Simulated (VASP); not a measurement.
Write the native input for VASP 6.6.1 that does the following.

* Task: single point
* Functional: LDA
* Potentials or basis: VASP PAW LDA potentials, release 64 (Cd, Au)
* Cutoff: 500 eV
* k mesh: 3 × 3 × 1
* Occupations: methfessel-paxton, width 0.05 eV
* Spin: no spin polarisation
* Dipole correction: no
* Further INCAR settings: ALGO = Normal; EDIFF = 1e-06; NBANDS = 32

The structure of Cd3Au lies in POSCAR:

```
Cd3Au
1.0
    1.5349650000     -2.8270780000      0.0000000000
    1.5349650000      2.8270780000      0.0000000000
    0.0000000000      0.0000000000      9.9605070000
Cd Au
3 1
Direct
    0.5000000000      0.5000000000      0.7592150000
    0.5000000000      0.5000000000      0.2407850000
    0.0000000000      0.0000000000      0.5000000000
    0.0000000000      0.0000000000      0.0000000000
```

One way to write it, as run:

INCAR

```
  ALGO = Normal
  EDIFF = 1E-6
  ENCUT = 500
  GGA = CA
  GGA_COMPAT = False
  ISIF = 2
  ISMEAR = 1
  LASPH = True
  LCHARG = True
  LELF = True
  LREAL = False
  LVHAR = True
  LWAVE = False
  NBANDS = 32
  NELM = 120
  PREC = Accurate
  SIGMA = 0.05
```

KPOINTS

```
k-points
0
Gamma
  3 3 1
```

Potentials or basis: VASP PAW LDA potentials, release 64 (Cd, Au).

Launch:

```console
$ cat potpaw_LDA.64/Cd/POTCAR potpaw_LDA.64/Au/POTCAR > POTCAR
$ mpirun -np 1 vasp_std > vasp.out
```

Results of the run:

```yaml
Pressure: -6.2 GPa
Largest_force: 0.045 eV/Å
Band_gap_on_the_k_mesh: zero (an odd number of electrons rules out a gap without spin polarisation)
```

Caveat: the k points lie up to 0.78 Å⁻¹ apart, too coarse for converged energies and pressures of a metal; spin-orbit coupling is left out, which moves the levels of the heavy elements.

Run time: 12 s on 1 thread of Intel(R) Xeon(R) Platinum 8375C CPU @ 2.90GHz (Ice Lake) (shared host), peak memory 0.17 GiB.
